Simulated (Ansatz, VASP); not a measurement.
# PdI in VASP and in Ansatz

INCAR

```
PREC = Accurate
ENCUT = 520
EDIFF = 1E-7
ISMEAR = -1
SIGMA = 0.1
LREAL = False
LASPH = True
NELM = 60
ALGO = Normal
ISIF = 2
LWAVE = False
LCHARG = False
GGA = PS
NBANDS = 16
```

KPOINTS

```
regular mesh
0
Gamma
  12 12 12
```

File POSCAR:

```
PdI
1.0
    0.0000000000      2.5619863977      2.5619863977
    2.5619863977      0.0000000000      2.5619863977
    2.5619863977      2.5619863977      0.0000000000
Pd I
1 1
Direct
    0.0000000000      0.0000000000      0.0000000000
    0.2500000000      0.2500000000      0.2500000000
```

Input for Ansatz:

```yaml
crystal:
  lattice:
    - [0.0, 2.5619863977, 2.5619863977]
    - [2.5619863977, 0.0, 2.5619863977]
    - [2.5619863977, 2.5619863977, 0.0]
  atoms:
    - { symbol: Pd, position: [0.0, 0.0, 0.0] }
    - { symbol: I, position: [0.25, 0.25, 0.25] }
kpoints:
  mp_grid: { grid: [12, 12, 12] }
scf:
  occupations: { method: fermi_dirac, width: 0.1 }
hamiltonian:
  xc: pbesol
  pseudopotentials: { kind: paw }
output:
  forces: true
  stress: true
  eigenvalues: true
  populations: true
```

Change from the starting cell: volume scaled by 0.6, PAW files.

Alike in both runs: task single point; functional PBEsol; k mesh 12 × 12 × 12; occupations fermi-dirac, width 0.1 eV; no spin polarisation.

|  | VASP | Ansatz |
| --- | --- | --- |
| version | VASP 6.6.1 | Ansatz 0.2.0 |
| potentials or method | VASP PAW PBE potentials, release 64 (Pd, I) | PAW with Ansatz's default frozen-core files, scalar-relativistic |
| plane-wave cutoff (eV) | 520 | 420 |
| valence electrons in the cell | 17 | 35 |

VASP gave:

| Quantity | Value |
| --- | --- |
| pressure (GPa) | 119.3 |

Q: Which values does Ansatz return?

A: Pressure (GPa): 119.8.

VASP's potentials were made for PBE, not for PBEsol. Both programs put the cell under a high pressure, so it lies far from rest at this level. With one functional, cell and mesh, what is left measures potentials, basis and numerics. VASP's potentials hold 17 valence electrons a cell and Ansatz's 35, so a difference there can come from the potentials and not from the codes.

Neither program's run includes spin-orbit coupling. Noted on VASP's run: the cell as given lies far from equilibrium.
